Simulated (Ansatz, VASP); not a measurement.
## LiCl in VASP and in Ansatz

Contents of INCAR:

```
PREC = Accurate
ENCUT = 520
EDIFF = 1E-6
ISMEAR = -1
SIGMA = 0.02
LREAL = F
LASPH = T
NELM = 80
ALGO = Normal
ISIF = 2
LWAVE = F
LCHARG = F
GGA = PE
NBANDS = 12
```

KPOINTS

```
Automatic mesh
0
Gamma
  8 8 8
```

POSCAR

```
LiCl
1.0
    0.0000000000      2.8013686075      2.6319369790
    2.8013686075      0.0000000000      2.6319369790
    2.8013686075      2.8013686075      0.0000000000
Li Cl
1 1
Direct
    0.0000000000      0.0000000000      0.0000000000
    0.2500000000      0.2500000000      0.2500000000
```

Input for Ansatz:

```yaml
crystal:
  lattice:
    - [0.0, 2.8013686075, 2.631936979]
    - [2.8013686075, 0.0, 2.631936979]
    - [2.8013686075, 2.8013686075, 0.0]
  atoms:
    - { symbol: Li, position: [0.0, 0.0, 0.0] }
    - { symbol: Cl, position: [0.25, 0.25, 0.25] }
kpoints:
  mp_grid: { grid: [8, 8, 8] }
  band_path:
    path:
      - [0.0, 0.0, 0.0]
      - [-0.5, -0.5, 0.0]
      - [-0.375, -0.375, 0.25]
      - [-0.375, 0.0, 0.375]
      - [0.0, 0.0, 0.5]
      - [-0.5, -0.25, 0.25]
    npoints: 1
hamiltonian:
  xc: pbe
scf:
  occupations: { method: fermi_dirac, width: 0.02 }
  n_extra_bands: 4
output:
  forces: true
  stress: true
  eigenvalues: true
```

Change from the starting cell: epitaxial_xy strain +2.5%.

Alike in both runs: task single point; functional PBE; k mesh 8 × 8 × 8; occupations fermi-dirac, width 0.02 eV; no spin polarisation.

|  | VASP | Ansatz |
| --- | --- | --- |
| version | VASP 6.6.1 | Ansatz 0.2.0 |
| potentials or method | VASP PAW PBE potentials, release 64 (Li_sv, Cl) | plane waves, PAW |
| plane-wave cutoff (eV) | 520 | 420 |
| valence electrons in the cell | 10 | 10 |

```csv
,VASP,Ansatz,Ansatz less VASP
gap on the k mesh at the Fermi level (eV),5.94,5.94,-0.006
```

Noted on VASP's run: the cutoff is short for stress, so the pressure is rough.
